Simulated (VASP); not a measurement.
Runs of VASP 6.6.1 on TiAl. The structure is that of space group P-6m2 (No. 187), or close to it. The cells are those of the table. 

```csv
fixed moment (μB),cell,pressure (GPa),moment (μB)
0.5,"a = 2.769, b = 2.769, c = 4.493 Å, angles 90.0, 90.0, 120.0°, 2 atoms",11.2,0.50
0.5,"a = 2.809, b = 2.809, c = 4.557 Å, angles 90.0, 90.0, 120.0°, 2 atoms",5.1,0.50
0.25,"a = 2.809, b = 2.809, c = 4.557 Å, angles 90.0, 90.0, 120.0°, 2 atoms",5.0,0.25
0.125,"a = 2.848, b = 2.848, c = 4.619 Å, angles 90.0, 90.0, 120.0°, 2 atoms",(a),0.12
0.625,"a = 2.848, b = 2.848, c = 4.619 Å, angles 90.0, 90.0, 120.0°, 2 atoms",0.3,0.62
1.0,"a = 2.809, b = 2.809, c = 4.557 Å, angles 90.0, 90.0, 120.0°, 2 atoms",(b),1.00
0.125,"a = 2.769, b = 2.769, c = 4.493 Å, angles 90.0, 90.0, 120.0°, 2 atoms",11.0,0.12
0.125,"a = 2.809, b = 2.809, c = 4.557 Å, angles 90.0, 90.0, 120.0°, 2 atoms",5.0,0.12
```

Alike in all rows: task single point; level PBEsol; potentials or basis VASP PAW PBE potentials, release 64 (Ti_sv, Al); spin collinear, ferromagnetic start; k mesh 21 × 21 × 12; cutoff (eV) 520; smearing gaussian 0.15 eV.

Q: Estimate the missing entries.

A: (a) 0.0; (b) 5.9.

Caveats: the PAW data sets were made with another functional, which shifts forces and pressure a little; the total moment is fixed, so each spin has its own Fermi level.
